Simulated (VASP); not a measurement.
Wanted: the native input for a VASP 6.6.1 run.

```yaml
Task: single point
Functional: PBEsol
Potentials_or_basis: VASP PAW PBE potentials, release 64 (Hf_pv)
Cutoff: 520 eV
k_mesh: 18 × 18 × 10
Occupations: gaussian, width 0.15 eV
Spin: no spin polarisation
Dipole_correction: no
Further_INCAR_settings: ALGO = Fast; EDIFF = 1e-06; NBANDS = 17
```

The structure of Hf lies in POSCAR:

```
Hf
1.0
    3.0023000000      0.0000000000      0.0000000000
   -1.5011500000      2.6000680698      0.0000000000
    0.0000000000      0.0000000000      4.9962244915
Hf
2
Direct
    0.3333333333      0.6666666667      0.2500000000
    0.6666666667      0.3333333333      0.7500000000
```

The input as run:

INCAR

```
PREC = Accurate
ENCUT = 520
EDIFF = 1E-6
ISMEAR = 0
SIGMA = 0.15
LREAL = F
LASPH = T
NELM = 60
ALGO = Fast
ISIF = 2
LWAVE = F
LCHARG = F
GGA = PS
NBANDS = 17
```

KPOINTS

```
regular mesh
0
Gamma
  18 18 10
```

Potentials or basis: VASP PAW PBE potentials, release 64 (Hf_pv).

The run is started by

```bash
$ cat potpaw_PBE.64/Hf_pv/POTCAR > POTCAR
$ mpirun -np 1 vasp_std > vasp.out
```

It gave:

The pressure is 13.1 GPa and the band gap on the k mesh is zero (bands 10 and 11 overlap by 1.32 eV).

Caveat: the stress differs along the axes, from 9 to 15 GPa; the PAW data sets were made with another functional, which shifts forces and pressure a little; spin-orbit coupling is left out, which moves the levels of the heavy elements.

It took 73 s on 1 thread of Intel Xeon 6975P-C, on a shared host, peak memory 0.25 GiB.
